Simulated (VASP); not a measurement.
Wanted: the native input for a VASP 6.6.1 run.

- Task: single point
- Functional: RPBE
- Potentials or basis: VASP PAW PBE potentials, release 64 (V_sv)
- Cutoff: 520 eV
- k mesh: 14 × 14 × 14
- Occupations: fermi-dirac, width 0.1 eV
- Spin: no spin polarisation
- Dipole correction: no
- Further INCAR settings: ALGO = Normal; EDIFF = 1e-06; NBANDS = 12

The structure of V lies in POSCAR:

```
V
1.0
    2.5027585161      0.0000000000      0.0000000000
    0.0000000000      2.5027585161      0.0000000000
    0.0000000000      0.0000000000      2.5027585161
V
1
Direct
    0.0000000000      0.0000000000      0.0000000000
```

This cell differs from its parent crystal: volume scaled by 1.04.

The input as run:

INCAR

```
  PREC = Accurate
  ENCUT = 520
  EDIFF = 1E-6
  ISMEAR = -1
  SIGMA = 0.1
  LREAL = F
  LASPH = T
  NELM = 80
  ALGO = Normal
  ISIF = 2
  LWAVE = F
  LCHARG = F
  GGA = RP
  NBANDS = 12
```

KPOINTS

```
regular mesh
0
Gamma
  14 14 14
```

Potentials or basis: VASP PAW PBE potentials, release 64 (V_sv).

Run with:

```bash
$ cat potpaw_PBE.64/V_sv/POTCAR > POTCAR
$ mpirun -np 1 vasp_std > vasp.out
```

It gave:

```yaml
Pressure: -3.9 GPa
```

Caveat: the PAW data sets were made with another functional, which shifts forces and pressure a little.

Run time: 17 s on 1 thread of Intel Xeon 8259CL, with other jobs on the host, peak memory 0.13 GiB.
